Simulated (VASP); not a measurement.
A run of VASP 6.6.1 is set up as follows.

Contents of INCAR:

```
SYSTEM = Pb
PREC     = Accurate       ! precision mode
ENCUT    = 520            ! plane-wave cutoff, eV
EDIFF    = 1E-7           ! SCF threshold, eV
ISMEAR   = 0              ! smearing method
SIGMA    = 0.15           ! smearing width, eV
LREAL    = .FALSE.        ! projectors in reciprocal space
LASPH    = .TRUE.         ! aspherical terms in the spheres
NELM     = 100            ! most SCF steps
ALGO     = Fast           ! electronic algorithm
ISIF     = 2              ! what is computed and relaxed
LWAVE    = .FALSE.        ! write WAVECAR
LCHARG   = .FALSE.        ! write CHGCAR
GGA      = PS             ! functional
NBANDS   = 13             ! bands
```

The input KPOINTS:

```
regular mesh
0
G
  18 18 18
  0 0 0
```

POSCAR

```
Pb
1.0
    0.0000000000      2.7723963284      1.9600842042
    2.7723963284      0.0000000000      1.9600842042
    2.7723963284      2.7723963284      0.0000000000
Pb
1
Direct
    0.0000000000      0.0000000000      0.0000000000
```

Potentials or basis: VASP PAW PBE potentials, release 64 (Pb_d).

Command:

```console
$ cat potpaw_PBE.64/Pb_d/POTCAR > POTCAR
$ mpirun -np 1 vasp_std > vasp.out
```

(1) What does it give for the band gap on the k mesh?

(2) What does it give for the pressure?

Answers

(1) zero (bands 7 and 8 overlap by 9.79 eV).

(2) -0.4 GPa.

Caveat: the PAW data sets were made with another functional, which shifts forces and pressure a little; spin-orbit coupling is left out, which moves the levels of the heavy elements.
